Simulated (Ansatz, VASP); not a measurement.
## Two plane-wave programs on ZnCdSe4S2

```
Zn Cd Se S
1.0
     4.44601    0.00000    0.00000
     0.00000    4.44601    0.00000
     0.00000    0.00000   12.36048
Zn Cd Se S
1 1 4 2
Direct
  0.00000 0.00000 0.00000
  0.50000 0.50000 0.00000
  0.00000 0.50000 0.11939
  0.50000 0.00000 0.88061
  0.50000 0.50000 0.58768
  0.50000 0.50000 0.41232
  0.00000 0.00000 0.57666
  0.00000 0.00000 0.42334
```

Alike in both runs: functional PBE; k mesh 8 × 8 × 4; occupations gaussian, width 0.1 eV; no spin polarisation.

Ansatz relaxed the structure, and its values are those at the end. VASP's run is a single point on that final structure, the one shown.

|  | VASP | Ansatz |
| --- | --- | --- |
| version | VASP 6.6.1 | Ansatz 0.2.0 |
| potentials or method | VASP PAW PBE potentials, release 64 (Zn, Cd, Se, S), cutoff 520 eV | scalar-relativistic, plane waves, PAW |
| valence electrons in the cell | 60 | 108 |

|  | VASP | Ansatz | Ansatz less VASP |
| --- | --- | --- | --- |
| pressure (GPa) | 0.0 | 0.0 | -0.02 |
| rms of the force components (eV/Å) | 0.073 | 0.001 | -0.0719 |

The functional is the same, so the differences come from potentials, cutoffs and numerics. VASP's potentials hold 60 valence electrons a cell and Ansatz's 108, so a difference there can come from the potentials and not from the codes.
